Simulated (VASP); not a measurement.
The system is InSb.

```
CELL_PARAMETERS angstrom
0.00000 3.31909 3.31909
3.31909 0.00000 3.31909
3.31909 3.31909 0.00000
ATOMIC_POSITIONS crystal
In 0.00000 0.00000 0.00000
Sb 0.25000 0.25000 0.25000
```

```yaml
Program: VASP 6.6.1
Task: relaxation of cell and atoms
Functional: PBEsol
Potentials_or_basis: VASP PAW PBE potentials, release 64 (In_d, Sb)
Cutoff: 600 eV
k_mesh: 6 × 6 × 6
Occupations: fermi-dirac, width 0.02 eV
Spin: no spin polarisation
```

At the start: pressure -2.0 GPa; volume 36.56 Å³/atom.

**Question.** Where does the relaxation end?

**Answer.** Over 15 steps the energy falls by 11.9 meV/atom and the volume is 34.74 Å³/atom (-5.0 %); space group F-43m (No. 216, to 0.1 Å) before and after.

Step by step:
```csv
step,energy change (eV),largest force (eV/Å),pressure (GPa),volume (Å³)
1,0.0000,0.0000,-1.96,73.13
2,-0.0220,0.0000,0.61,68.50
3,-0.0237,0.0000,0.02,69.44
4,-0.0237,0.0000,-0.04,69.51
5,-0.0237,0.0000,-0.05,69.51
6,-0.0237,0.0000,-0.05,69.50
7,-0.0237,0.0000,-0.04,69.50
8,-0.0237,0.0000,-0.04,69.50
9,-0.0237,0.0000,-0.04,69.50
10,-0.0237,0.0000,-0.04,69.50
11,-0.0237,0.0000,-0.04,69.50
12,-0.0237,0.0000,-0.04,69.50
13,-0.0237,0.0000,-0.05,69.50
14,-0.0237,0.0000,-0.03,69.49
15,-0.0237,0.0000,-0.02,69.48
```

Final structure:
```
In Sb
1.0
     0.00000    3.26296    3.26296
     3.26296    0.00000    3.26296
     3.26296    3.26296    0.00000
In Sb
1 1
Direct
  0.00000 0.00000 0.00000
  0.25000 0.25000 0.25000
```

Caveat: the PAW data sets were made with another functional, which shifts forces and pressure a little.
